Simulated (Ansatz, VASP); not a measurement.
**One calculation of Ge, two programs**

```
Ge
1.0
     3.14035    1.81308    5.70391
    -3.14035    1.81308    5.70391
     0.00000   -3.62616    5.70391
Ge
7
Direct
  0.16659 0.78471 0.89936
  0.78471 0.89936 0.16659
  0.89936 0.16659 0.78471
  0.83341 0.21529 0.10064
  0.21529 0.10064 0.83341
  0.10064 0.83341 0.21529
  0.50000 0.50000 0.50000
```

Alike in both runs: task single point; functional PBE; k mesh 3 × 3 × 3; occupations gaussian, width 0.1 eV; no spin polarisation.

|  | VASP | Ansatz |
| --- | --- | --- |
| version | VASP 6.6.1 | Ansatz 0.2.0 |
| potentials or method | VASP PAW PBE potentials, release 64 (Ge_d), cutoff 520 eV | scalar-relativistic, plane waves, PAW |
| valence electrons in the cell | 98 | 98 |

```csv
,VASP,Ansatz,Ansatz less VASP
gap on the k mesh at the Fermi level (eV),1.71,1.72,+0.002
least direct gap on the mesh (eV),1.85,1.85,+0.002
rms of the force components (eV/Å),8.978,8.910,-0.0683
```

Atom by atom the forces differ by 0.068 eV/Å (rms over components). The functional is the same, so the differences come from potentials, cutoffs and numerics.
